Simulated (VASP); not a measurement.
# Cu (P2/m) in VASP: single point with PBEsol+D3(BJ)

Aim: the single point of Cu with PBEsol+D3(BJ).

Program: VASP 6.6.1. These are calculated values, not measurements. Logs are shortened: lines on timing, memory, paths and dates and some standing lists are left out, and cuts for length are marked.

**1. The cell of the first run**

It takes space group P2/m (No. 10, monoclinic). The conventional cell has a = 13.304 Å, b = 2.593 Å, c = 22.376 Å, α = 90.00°, β = 103.66°, γ = 90.00°. Cu (site symmetry 2/m) has 2 Cu at 2.59 Å within 3.4 Å.

**2. Single point, PBEsol+D3(BJ) (strain +0.1500 x Voigt [1, 1, 0, 0, 0, 0])**

Contents of INCAR:

```
PREC = Accurate
ENCUT = 520
EDIFF = 1E-6
ISMEAR = 0
SIGMA = 0.15
LREAL = F
LASPH = T
NELM = 80
ALGO = Fast
ISIF = 2
LWAVE = F
LCHARG = F
GGA = PS
IVDW = 12
NBANDS = 12
```

Contents of KPOINTS:

```
regular mesh
0
Gamma
  6 26 4
```

Contents of POSCAR:

```
Cu
1.0
   13.3035707678      0.0000000000      0.0000014014
    0.0000000000      2.5928303267      0.0000000000
   -5.2840822286      0.0000000000     21.7431577353
Cu
1
Direct
    0.5000000000      0.5000000000      0.5000000000
```

Potentials or basis: VASP PAW PBE potentials, release 64 (Cu).

Command:

```bash
> cat potpaw_PBE.64/Cu/POTCAR > POTCAR
> mpirun -np 1 vasp_std > vasp.out
```

OUTCAR:

```text
PREC = Accurate
   ENCUT = 520
   EDIFF = 1E-6
   ISMEAR = 0
   LREAL = F
   LASPH = T
   NELM = 80
   ISIF = 2
   GGA = PS
   IVDW = 12
 IVDW          = 12

 ion  position               nearest neighbor table
   1  0.500  0.500  0.500-

  LATTYP: Found a simple monoclinic cell.
 ALAT       =    13.3035707678
 B/A-ratio  =     0.1948973228
 C/A-ratio  =     1.6819562219
 COS(beta)  =    -0.2361491937

  Lattice vectors:

 A1 = (  13.3035707678,   0.0000000000,   0.0000014014)
 A2 = (   0.0000000000,   2.5928303267,   0.0000000000)
 A3 = (  -5.2840822286,   0.0000000000,  21.7431577353)

Analysis of symmetry for initial positions (statically):
=====================================================================
 Subroutine PRICEL returns:
 Original cell was already a primitive cell.

 Routine SETGRP: Setting up the symmetry group for a
 simple monoclinic supercell.

 Subroutine GETGRP returns: Found  4 space group operations
 (whereof  4 operations were pure point group operations)
 out of a pool of  4 trial point group operations.

The static configuration has the point symmetry C_2h.

Analysis of symmetry for dynamics (positions and initial velocities):
=====================================================================
 Subroutine PRICEL returns:
 Original cell was already a primitive cell.

 Routine SETGRP: Setting up the symmetry group for a
 simple monoclinic supercell.

 Subroutine GETGRP returns: Found  4 space group operations
 (whereof  4 operations were pure point group operations)
 out of a pool of  4 trial point group operations.

The dynamic configuration has the point symmetry C_2h.

 Subroutine INISYM returns: Found  4 space group operations
 (whereof  4 operations are pure point group operations),
 and found     1 'primitive' translations

----------------------------------------------------------------------------------------

                                     Primitive cell

  volume of cell :     750.0064

  direct lattice vectors                    reciprocal lattice vectors
    13.303570768  0.000000000  0.000001401     0.075167787  0.000000000  0.018267483
     0.000000000  2.592830327  0.000000000     0.000000000  0.385678920  0.000000000
    -5.284082229  0.000000000 21.743157735    -0.000000005  0.000000000  0.045991479

  length of vectors
    13.303570768  2.592830327 22.376023626     0.077355654  0.385678920  0.045991479

  position of ions in fractional coordinates (direct lattice)
     0.500000000  0.500000000  0.500000000

  ion indices of the primitive-cell ions
   primitive index   ion index
                 1           1

----------------------------------------------------------------------------------------

 KPOINTS: regular mesh

Automatic generation of k-mesh.
 Grid dimensions read from file:
 generate k-points for:    6   26    4

 Generating k-lattice:

  Cartesian coordinates                     Fractional coordinates (reciprocal lattice)
     0.012527965  0.000000000  0.003044581     0.166666667  0.000000000  0.000000000
     0.000000000  0.014833805  0.000000000     0.000000000  0.038461538  0.000000000
    -0.000000001  0.000000000  0.011497870     0.000000000  0.000000000  0.250000000

  Length of vectors
     0.012892609  0.014833805  0.011497870

  Shift w.r.t. Gamma in fractional coordinates (k-lattice)
     0.000000000  0.000000000  0.000000000

 Subroutine IBZKPT returns following result:
 ===========================================

 Found    196 irreducible k-points:

 Following reciprocal coordinates:
            Coordinates               Weight
  0.000000  0.000000  0.000000      1.000000
  0.166667  0.000000  0.000000      2.000000
  0.333333  0.000000  0.000000      2.000000
  0.500000  0.000000  0.000000      1.000000
  0.000000  0.038462  0.000000      2.000000
  0.166667  0.038462  0.000000      4.000000
[... 16 lines left out ...]
  0.333333  0.192308  0.000000      4.000000
  0.500000  0.192308  0.000000      2.000000
 [... further k-points ...]
   k-points           NKPTS =    196   k-points in BZ     NKDIM =    196   number of bands    NBANDS=     12
   number of dos      NEDOS =    301   number of ions     NIONS =      1
   total plane-waves  NPLWV = 336000
   dimension x,y,z NGX =   100 NGY =   20 NGZ =  168
   dimension x,y,z NGXF=   200 NGYF=   40 NGZF=  336
   ions per type =               1
   NGX,Y,Z   is equivalent  to a cutoff of  12.50, 12.82, 12.48 a.u.
   NGXF,Y,Z  is equivalent  to a cutoff of  24.99, 25.65, 24.96 a.u.
 SYSTEM =  unknown system
   PREC   = accura    normal or accurate (medium, high low for compatibility)
   ISTART =      0    job   : 0-new  1-cont  2-samecut
   ICHARG =      2    charge: 1-file 2-atom 10-const
   ISPIN  =      1    spin polarized calculation?
   LNONCOLLINEAR =      F non collinear calculations
   LSORBIT =      F    spin-orbit coupling
   LASPH  =      T    aspherical Exc in radial PAW
   ENCUT  =  520.0 eV  38.22 Ry    6.18 a.u.  24.74  4.82 41.60*2*pi/ulx,y,z
   NELM   =     80;   NELMIN=  2; NELMDL= -5     # of ELM steps
   EDIFF  = 0.1E-05   stopping-criterion for ELM
   LREAL  =      F    real-space projection
   EDIFFG = 0.1E-04   stopping-criterion for IOM
   NSW    =      0    number of steps for IOM
   IBRION =     -1    ionic relax: 0-MD 1-quasi-New 2-CG
   NFREE  =      0    steps in history (QN), initial steepest desc. (CG)
   ISIF   =      2    stress and relaxation
   ISYM   =      2    0-nonsym 1-usesym 2-fastsym
   POTIM  = 0.5000    time-step for ionic-motion
   TEBEG  =    0.0;   TEEND  =   0.0 temperature during run
   PSTRESS=    0.0 pullay stress
   NELECT =      11.0000    total number of electrons
   NUPDOWN=      -1.0000    fix difference up-down
   EMIN   =  10.00;   EMAX   =-10.00  energy-range for DOS
   EFERMI =   0.00;   METHOD = LEGACY
   ISMEAR =     0;   SIGMA  =   0.15  broadening in eV -4-tet -1-fermi 0-gaus
   EFERMI_NEDOS =   21; number of points for ismear=-14 and -15
   IALGO  =     68    algorithm
   IMIX   =      4    mixing-type and parameters
     AMIX     =   0.40;   BMIX     =  1.00
     AMIX_MAG =   1.60;   BMIX_MAG =  1.00
  volume/ion in A,a.u.               =     750.01      5061.29
  Fermi-wavevector in a.u.,A,eV,Ry     =   0.400729  0.757268  2.184874  0.160584
  Thomas-Fermi vector in A             =   1.349831
   LORBIT       =      0    0 simple, 1 ext, 2 COOP (PROOUT), +10 PAW based schemes
   GGA     = PS    functional components
   LHFCALC =     F    Hartree Fock is set to
   AEXX    =    0.0000 exact exchange contribution
   IVDW    =    12    specifies the selected vdW correction
   LEPSILON=     F    determine dielectric tensor
   LRPA    =     F    only Hartree local field effects (RPA)
 non-spin polarized calculation
 RMM-DIIS sequential band-by-band and
 Gauss-broadening in eV      SIGMA  =   0.15
  energy-cutoff  :      520.00
  volume of cell :      750.01
 maximum number of plane-waves:     20288
   NGX = 49   NGY =  9   NGZ = 83

 number of electron      10.9999989 magnetization

 Free energy of the ion-electron system (eV)
  ---------------------------------------------------
  ext. energy  EPLUGINS =         0.00000000
  ---------------------------------------------------
  free energy    TOTEN  =        -1.72707943 eV

  energy without entropy =       -1.70993523  energy(sigma->0) =       -1.71850733

 E-fermi :  -5.0389     XC(G=0):  -0.6342

 val. band max:       -5.1858470539   @ k =   0.1667   0.0000   0.0000
 cond. band min:      -4.9908254578   @ k =   0.0000   0.2692   0.0000
 fundamental gap:      0.1950215962
 Fermi energy:        -5.0388627851

 k-point     1 :       0.0000    0.0000    0.0000
  band No.  band energies     occupation
      1      -7.4462      2.00000
      2      -5.6965      2.00000
      3      -5.6110      2.00000
      4      -5.6110      2.00000
      5      -5.1858      1.83419
      6      -5.1858      1.83419
      7      -1.8122      0.00000
      8      -1.8092      0.00000
      9       0.0030      0.00000
     10       0.3934      0.00000
     11       0.4600      0.00000
     12       0.8482      0.00000

 k-point     2 :       0.1667    0.0000    0.0000
  band No.  band energies     occupation
      1      -7.4462      2.00000
      2      -5.6965      2.00000
      3      -5.6110      2.00000
      4      -5.6110      2.00000
      5      -5.1858      1.83419
      6      -5.1858      1.83419
      7      -1.8121      0.00000
      8      -1.8106      0.00000
      9       0.0360      0.00000
     10       0.4010      0.00000
     11       0.4968      0.00000
     12       0.7142      0.00000

 k-point     3 :       0.3333    0.0000    0.0000
  band No.  band energies     occupation
      1      -7.4462      2.00000
      2      -5.6965      2.00000
      3      -5.6110      2.00000
      4      -5.6110      2.00000
      5      -5.1858      1.83419
      6      -5.1858      1.83419
      7      -1.8133      0.00000
      8      -1.8118      0.00000
      9       0.1282      0.00000
     10       0.4307      0.00000
     11       0.5035      0.00000
     12       0.5920      0.00000

 k-point     4 :       0.5000    0.0000    0.0000
  band No.  band energies     occupation
      1      -7.4462      2.00000
      2      -5.6965      2.00000
      3      -5.6110      2.00000
      4      -5.6110      2.00000
      5      -5.1858      1.83419
      6      -5.1858      1.83419
      7      -1.8147      0.00000
      8      -1.8117      0.00000
      9       0.2221      0.00000
     10       0.3693      0.00000
     11       0.4625      0.00000
     12       0.5864      0.00000

 k-point     5 :       0.0000    0.0385    0.0000
  band No.  band energies     occupation
      1      -7.4082      2.00000
      2      -5.6853      2.00000
      3      -5.6081      2.00000
      4      -5.6081      2.00000
      5      -5.2048      1.88233
      6      -5.2048      1.88233
      7      -1.7690      0.00000
      8      -1.7660      0.00000
      9       0.0356      0.00000
     10       0.4263      0.00000
     11       0.4936      0.00000
     12       0.8808      0.00000
[... 228 lines left out ...]
      1      -6.5415      2.00000
      2      -5.5525      2.00000
      3      -5.5525      2.00000
      4      -5.5469      2.00000
      5      -5.5469      2.00000
      6      -5.4036      1.99942
      7      -0.8133      0.00000
      8      -0.8094      0.00000
      9       0.8194      0.00000
     10       1.2165      0.00000
     11       1.2974      0.00000
     12       1.6671      0.00000

 k-point    22 :       0.1667    0.1923    0.0000
  band No.  band energies     occupation
      1      -6.5415      2.00000
      2      -5.5525      2.00000
      3      -5.5525      2.00000
      4      -5.5469      2.00000
      5      -5.5469      2.00000
      6      -5.4036      1.99942
      7      -0.8131      0.00000
      8      -0.8112      0.00000
      9       0.8529      0.00000
     10       1.2270      0.00000
     11       1.3294      0.00000
     12       1.5416      0.00000

 k-point    23 :       0.3333    0.1923    0.0000
  band No.  band energies     occupation
      1      -6.5415      2.00000
      2      -5.5525      2.00000
      3      -5.5525      2.00000
      4      -5.5469      2.00000
      5      -5.5469      2.00000
      6      -5.4036      1.99942
      7      -0.8148      0.00000
      8      -0.8128      0.00000
      9       0.9450      0.00000
     10       1.2570      0.00000
     11       1.3325      0.00000
     12       1.4225      0.00000

 k-point    24 :       0.5000    0.1923    0.0000
  band No.  band energies     occupation
      1      -6.5415      2.00000
      2      -5.5525      2.00000
      3      -5.5525      2.00000
      4      -5.5469      2.00000
      5      -5.5469      2.00000
      6      -5.4036      1.99942
      7      -0.8165      0.00000
      8      -0.8126      0.00000
      9       1.0335      0.00000
     10       1.2051      0.00000
     11       1.2867      0.00000
     12       1.4255      0.00000

 [... further k-points ...]

------------------------ aborting loop because EDIFF is reached ----------------------------------------

 Edisp (eV)   -0.02312

 E8    (eV) :    -0.0159

  FORCE on cell =-STRESS in cart. coord.  units (eV):
  Direction    XX          YY          ZZ          XY          YZ          ZX
  --------------------------------------------------------------------------------------
  -------------------------------------------------------------------------------------
  Total      -0.00313    -2.72397    -0.00192     0.00000     0.00000     0.00067
  in kB      -0.00668    -5.81899    -0.00411     0.00000     0.00000     0.00144
  external pressure =       -1.94 kB  Pullay stress =        0.00 kB

 VOLUME and BASIS-vectors are now :
 -----------------------------------------------------------------------------
  energy-cutoff  :      520.00
  volume of cell :      750.01
      direct lattice vectors                 reciprocal lattice vectors
    13.303570768  0.000000000  0.000001401     0.075167787  0.000000000  0.018267483
     0.000000000  2.592830327  0.000000000     0.000000000  0.385678920  0.000000000
    -5.284082229  0.000000000 21.743157735    -0.000000005  0.000000000  0.045991479

 POSITION                                       TOTAL-FORCE (eV/Angst)
 -----------------------------------------------------------------------------------
      4.00974      1.29642     10.87158        -0.000000      0.000000      0.000000
 -----------------------------------------------------------------------------------
    total drift:                                0.000000     -0.000000     -0.000000

  FREE ENERGIE OF THE ION-ELECTRON SYSTEM (eV)
  ---------------------------------------------------
  free  energy   TOTEN  =        -1.7501982865 eV

  energy  without entropy=       -1.7330540873  energy(sigma->0) =       -1.74162619
```

It took 55 min on 1 thread of Oxide Virtual Turin-like, shared host; peak memory 1.9 GiB.

Results:

| Property | Result |
| --- | --- |
| Free energy | -1.7502 eV |
| Pressure | -0.2 GPa |
| Band gap on the k mesh | zero (an odd number of electrons rules out a gap without spin polarisation) |
| Dispersion energy per atom | -0.023 eV |

Levels at points of the mesh, in eV from the Fermi level:
```
           k point  band 3  band 4  band 5  band 6  band 7  band 8
(0.00, 0.00, 0.00)   -0.57   -0.57   -0.15   -0.15    3.23    3.23
(0.50, 0.00, 0.00)   -0.57   -0.57   -0.15   -0.15    3.22    3.23
(0.00, 0.50, 0.00)   -0.38   -0.38   -0.19    3.54    4.99    8.43
(0.50, 0.50, 0.00)   -0.38   -0.38   -0.19    3.54    4.99    8.43
(0.00, 0.00, 0.50)   -0.57   -0.57   -0.15   -0.15    3.23    3.23
(0.50, 0.00, 0.50)   -0.57   -0.57   -0.15   -0.15    3.22    3.23
(0.00, 0.50, 0.50)   -0.38   -0.38   -0.19    3.54    4.99    8.43
(0.50, 0.50, 0.50)   -0.38   -0.38   -0.19    3.54    4.99    8.43
```

Caveat: the cell differs from its parent crystal (strain +0.1500 x Voigt [1, 1, 0, 0, 0, 0]); the PAW data sets were made with another functional, which shifts forces and pressure a little.

The gap in the log of VASP goes by the Fermi energy; the results here count the filled bands.